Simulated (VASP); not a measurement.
Set up this calculation in VASP 6.6.1, as the native input.

```yaml
Task: single point
Functional: PBE
Dispersion: D3(BJ)
Potentials_or_basis: VASP PAW PBE potentials, release 64 (Mg, O)
Cutoff: 520 eV
k_mesh: 1 × 1 × 1
Occupations: gaussian, width 0.05 eV
Spin: no spin polarisation
Dipole_correction: no
Further_INCAR_settings: LREAL = Auto; ALGO = Normal; EDIFF = 1e-06; NBANDS = 162
```

The structure of Mg32O31 (a cell with a defect) lies in POSCAR:

```
Mg32O31
1.0
    8.8224000000      0.0000000000      0.0000000000
    0.0000000000      8.8224000000      0.0000000000
    0.0000000000      0.0000000000      8.8224000000
Mg O
32 31
Direct
    0.4993718263      0.0002001723     -0.0001878174
    0.7487494333      0.2494911815     -0.0002259022
    0.7492520176     -0.0004149664      0.2497042755
   -0.0007373277      0.0017090588     -0.0002407508
    0.2499658823      0.2495286997     -0.0000298105
    0.4994755395      0.4988424918     -0.0001811299
    0.7471322996      0.7494931085     -0.0001555132
    0.2494286135     -0.0002869967      0.2497640098
    0.4995198585      0.2495529561      0.2491498912
    0.7494153518      0.4994153518      0.2497836190
    0.4994564971      0.0018092583      0.4998755441
    0.7472451941      0.2495651977      0.4998824583
    0.7491923966     -0.0004435301      0.7498818915
   -0.0006712459      0.4972507481     -0.0001229824
    0.2515042392      0.7495182717     -0.0000563339
   -0.0006755531      0.2494890279      0.2476425916
    0.2494615978      0.4993719396      0.2498807581
    0.4992330885      0.7495139645      0.2477421110
   -0.0006938021      0.0085426868      0.4999603283
    0.2516377630      0.2494201124      0.4998690832
    0.4994173921      0.4972878128      0.4998494741
    0.7403589726      0.7494863076      0.4998009612
    0.2494950354     -0.0003579525      0.7500674420
    0.4994357544      0.2495022896      0.7505004307
    0.7493041576      0.4995021763      0.7498669296
   -0.0005544976      0.7496019224      0.2408707381
   -0.0005258206      0.4904392229      0.4999691694
    0.2583147443      0.7495843535      0.5000058941
   -0.0006610446      0.2494449356      0.7521345666
    0.2495362940      0.4994307671      0.7500962323
    0.4993711462      0.7495187251      0.7521048694
   -0.0006270403      0.7494816603      0.7588048604
    0.7494891413      0.2496236852      0.2499820910
   -0.0006106048      0.4990865297      0.2493433760
   -0.0006491431      0.2495367474      0.4998840452
    0.2493047243      0.2495827666      0.2498521944
    0.4993896219      0.4995733587      0.2499446863
    0.7489499456      0.7495619106      0.2494723658
   -0.0006491431      0.0001445185      0.2493149256
    0.4994695321      0.2495953482      0.4999687160
    0.7489080069      0.4990121736      0.4998848386
    0.7494001632      0.2496367202      0.7499067147
   -0.0006314608      0.4991179271      0.7503697407
   -0.0006714726      0.2495995421     -0.0001022398
    0.2498764509      0.7495955749      0.2494371146
    0.4994703255     -0.0003933170      0.2499625952
    0.2498154697      0.4990055994      0.4999147624
    0.4993977829      0.7496012423      0.4998757708
    0.7489683079      0.0000982726      0.4999301777
    0.2493551641      0.2496270856      0.7499076215
    0.4994019768      0.4996511153      0.7498528745
    0.7487893317      0.7496311661      0.7504095258
   -0.0006645584      0.0001907644      0.7505033778
    0.4994744061      0.2496962278     -0.0000787768
    0.7495022896      0.4996655105     -0.0001077938
   -0.0005515506      0.7496975880     -0.0001999456
    0.2499458197      0.0001293299      0.4999094351
    0.2500387650      0.7496605232      0.7504396763
    0.4994888012     -0.0003808487      0.7499459331
    0.2494137650      0.4996907871     -0.0000625680
    0.4993459830      0.7496056629     -0.0000625680
    0.7494230595     -0.0003703074     -0.0001047334
    0.2494499229     -0.0003118199     -0.0000962323
```

One way to write it, as run:

INCAR

```
SYSTEM = Mg32O31
PREC = Accurate
ENCUT = 520
EDIFF = 1E-6
ISMEAR = 0
SIGMA = 0.05
LREAL = Auto
LASPH = .TRUE.
NELM = 60
ALGO = Normal
ISIF = 2
LWAVE = .FALSE.
LCHARG = .FALSE.
GGA = PE
IVDW = 12
NBANDS = 162
```

KPOINTS

```
regular mesh
0
G
  1 1 1
  0 0 0
```

Potentials or basis: VASP PAW PBE potentials, release 64 (Mg, O).

Command:

```console
$ cat potpaw_PBE.64/Mg/POTCAR potpaw_PBE.64/O/POTCAR > POTCAR
$ mpirun -np 1 vasp_gam > vasp.out
```

It gave:

```json
{
  "Pressure": "-16.1 GPa",
  "Largest force": "0.030 eV/Å",
  "Band gap on the k mesh": "2.12 eV",
  "Dispersion energy per atom": "-0.255 eV"
}
```

Caveat: the k points lie up to 0.71 Å⁻¹ apart.

Run time: 5.5 min on 1 thread of Intel(R) Xeon(R) Platinum 8488C (Sapphire Rapids), on a shared host, peak memory 0.64 GiB.
